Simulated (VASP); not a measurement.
A run of VASP 6.6.1 is set up as follows.

Contents of INCAR:

```
SYSTEM = AlN
ALGO = Normal ; EDIFF = 1E-6
ENCUT = 520 ; GGA = PS
ISIF = 2 ; ISMEAR = 0
LASPH = .TRUE. ; LCHARG = .TRUE.
LELF = .TRUE. ; LREAL = .FALSE.
LVHAR = .TRUE. ; LWAVE = .FALSE.
NBANDS = 16 ; NELM = 100
PREC = Accurate ; SIGMA = 0.01
```

KPOINTS

```
k-points
0
G
  9 9 7
  0 0 0
```

File POSCAR:

```
AlN
1.0
    1.6415957976     -2.6265532762      0.0000000000
    1.6415957976      2.6265532762      0.0000000000
    0.0000000000      0.0000000000      4.2681490738
Al N
2 2
Direct
   -0.0094995974      0.0094995974      0.0085507968
    0.6473138051      0.3526861949      0.5085507968
   -0.0055313182      0.0055313182      0.4614492032
    0.6433455259      0.3566544741      0.9614492032
```

Potentials or basis: VASP PAW PBE potentials, release 64 (Al, N).

Launch:

```bash
$ cat potpaw_PBE.64/Al/POTCAR potpaw_PBE.64/N/POTCAR > POTCAR
$ mpirun -np 1 vasp_std > vasp.out
```

(1) Predict the largest force.

(2) Predict the pressure.

(3) Estimate the band gap on the k mesh.

## Answers

(1) 0.004 eV/Å.

(2) 20.0 GPa.

(3) 3.75 eV, indirect (least direct gap 3.85 eV).

Caveat: the PAW data sets were made with another functional, which shifts forces and pressure a little.
